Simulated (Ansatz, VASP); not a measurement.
## ScSi2 in VASP and in Ansatz

```
Sc Si
1.0
     3.67216    0.00000    0.00000
    -1.83608    3.18018    0.00000
     0.00000    0.00000    3.88286
Sc Si
1 2
Direct
  0.00000 0.00000 0.00000
  0.33333 0.66667 0.50000
  0.66667 0.33333 0.50000
```

Change from the starting cell: volume scaled by 1.01, crystal datasets.

Alike in both runs: task electric field gradients; functional PBEsol; k mesh 13 × 13 × 11; occupations fermi-dirac, width 0.05 eV; no spin polarisation.

```csv
,VASP,Ansatz
version,VASP 6.6.1,Ansatz 0.2.0
potentials or method,"VASP PAW PBE potentials, release 64 (Sc_sv, Si), cutoff 520 eV","all-electron PAW with datasets made for the crystal, scalar-relativistic"
```

|  | VASP | Ansatz | Ansatz less VASP |
| --- | --- | --- | --- |
| pressure (GPa) | 20.2 | 19.8 | -0.40 |
| traceless stress, the component that is largest in VASP (GPa) | -23.62 | -23.49 | +0.131 |
| size of Vzz on the site where it differs most (V/Å²) | 15.8 | 9.3 | -6.49 |

VASP's potentials were made for PBE, not for PBEsol. Ansatz ran all-electron here, and VASP with PAW potentials.
